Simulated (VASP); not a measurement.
**In15GaP16 (a cell with a defect): single point with PBE**

In15GaP16 (a cell with a defect):

```
Ga In P
1.0
    -5.95979    5.95979    5.95979
     5.95979   -5.95979    5.95979
     5.95979    5.95979   -5.95979
Ga In P
1 15 16
Direct
  0.50000 0.50000 0.00000
  0.50000 0.74831 0.75282
  0.50000 0.00000 0.50000
  0.74831 0.25282 0.00000
  0.50000 0.25282 0.24831
  0.74831 0.50000 0.75282
  0.74718 0.74718 0.49549
  0.00000 0.00000 0.00000
  0.74718 0.99549 0.24718
  0.00451 0.25169 0.75169
  0.00000 0.50000 0.50000
  0.25282 0.74831 0.00000
  0.99549 0.74718 0.24718
  0.25169 0.00451 0.75169
  0.25169 0.25169 0.50451
  0.25282 0.50000 0.24831
  0.26396 0.50000 0.00000
  0.25074 0.75245 0.75074
  0.24755 0.99830 0.49830
  0.50000 0.26396 0.00000
  0.25074 0.25074 0.25245
  0.50000 0.50000 0.76396
  0.50000 0.74926 0.50170
  0.74926 0.00170 0.00000
  0.50000 0.00170 0.24926
  0.75245 0.25074 0.75074
  0.74926 0.50000 0.50170
  0.00170 0.74926 0.00000
  0.73604 0.73604 0.23604
  0.99830 0.99830 0.74755
  0.99830 0.24755 0.49830
  0.00170 0.50000 0.24926
```

```yaml
Program: VASP 6.6.1
Task: single point
Functional: PBE
Potentials_or_basis: VASP PAW PBE potentials, release 64 (Ga_d, In_d, P)
Cutoff: 520 eV
k_mesh: 2 × 2 × 2
Occupations: gaussian, width 0.02 eV
Spin: no spin polarisation
```

| Item | Value |
| --- | --- |
| Pressure | -1.0 GPa |
| Largest force | 0.023 eV/Å |
| Band gap on the k mesh | 0.40 eV |

Forces on the atoms (eV/Å):
```
Ga   0.000  0.000  0.000
In  -0.008 -0.008  0.008
In   0.000  0.000  0.000
In  -0.008  0.008 -0.008
In  -0.008  0.008 -0.008
In  -0.008 -0.008  0.008
In   0.008  0.008  0.008
In   0.000  0.000  0.000
In   0.008  0.008  0.008
In   0.008 -0.008 -0.008
In   0.000  0.000  0.000
In   0.008 -0.008 -0.008
In   0.008  0.008  0.008
In  -0.008  0.008 -0.008
In  -0.008 -0.008  0.008
In   0.008 -0.008 -0.008
P    0.006 -0.006 -0.006
P   -0.008 -0.020 -0.008
P   -0.020  0.008  0.008
P   -0.006  0.006 -0.006
P   -0.008 -0.008 -0.020
P   -0.006 -0.006  0.006
P    0.020 -0.008  0.008
P   -0.008  0.008  0.020
P    0.020  0.008 -0.008
P   -0.020 -0.008 -0.008
P   -0.008  0.020  0.008
P    0.008 -0.008  0.020
P    0.006  0.006  0.006
P    0.008  0.008 -0.020
P    0.008 -0.020  0.008
P    0.008  0.020 -0.008
```

Levels at points of the mesh, in eV from the valence-band top:
| k point | band 142 | band 143 | band 144 | band 145 | band 146 | band 147 |
| --- | --- | --- | --- | --- | --- | --- |
| (0.00, 0.00, 0.00) | 0.00 | 0.00 | 0.00 | 0.40 | 1.85 | 1.85 |
| (0.50, 0.00, 0.00) | -0.96 | -0.25 | -0.19 | 2.04 | 2.14 | 2.19 |
| (0.50, 0.50, 0.50) | -0.86 | -0.84 | -0.84 | 1.25 | 1.37 | 1.37 |

Wall time 50 min on 1 thread of Intel Xeon 8259CL (shared host), peak memory 1.1 GiB.

Caveat: semilocal functionals underestimate gaps, and a narrow one can read as zero; spin-orbit coupling is left out, which moves the levels of the heavy elements.
